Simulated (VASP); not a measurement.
Set up this calculation in VASP 6.6.1, as the native input.

```yaml
Task: single point
Functional: LDA
Potentials_or_basis: VASP PAW LDA potentials, release 64 (Al, N)
Cutoff: 520 eV
k_mesh: 9 × 9 × 6
Occupations: gaussian, width 0.05 eV
Spin: no spin polarisation
Dipole_correction: no
Further_INCAR_settings: ALGO = Normal; EDIFF = 1e-07; NBANDS = 16
```

The structure of AlN lies in POSCAR:

```
AlN
1.0
    3.0887424016      0.0000000000      0.0000000000
   -1.5443712008      2.6749293856      0.0000000000
    0.0000000000      0.0000000000      4.9437688231
Al N
2 2
Direct
    0.3142739338      0.6730967429      0.0015212672
    0.6857260662      0.3269032571      0.5015212672
    0.3503406501      0.6609289023      0.3834787328
    0.6496593499      0.3390710977      0.8834787328
```

This cell differs from its parent crystal: mode 4 frozen in at -0.069 Å and mode 5 at +0.017 Å (largest displacements).

One way to write it, as run:

INCAR

```
  ALGO = Normal
  EDIFF = 1E-7
  ENCUT = 520
  ISIF = 2
  ISMEAR = 0
  LASPH = True
  LCHARG = True
  LELF = True
  LREAL = False
  LVHAR = True
  LWAVE = False
  NBANDS = 16
  NELM = 60
  PREC = Accurate
  SIGMA = 0.05
```

KPOINTS

```
k-points
0
Gamma
  9 9 6
```

Potentials or basis: VASP PAW LDA potentials, release 64 (Al, N).

Launch:

```sh
$ cat potpaw_LDA.64/Al/POTCAR potpaw_LDA.64/N/POTCAR > POTCAR
$ mpirun -np 1 vasp_std > vasp.out
```

It gave:

| Quantity | Value |
| --- | --- |
| Pressure | 0.5 GPa |
| Largest force | 0.390 eV/Å |
| Band gap on the k mesh | 4.36 eV, direct |

Caveat: the cell differs from its parent crystal (mode 4 frozen in at -0.069 Å and mode 5 at +0.017 Å (largest displacements)).

Wall time 61 s on 1 thread of Intel(R) Xeon(R) Platinum 8375C CPU @ 2.90GHz (Ice Lake), with other jobs on the host, peak memory 0.2 GiB.
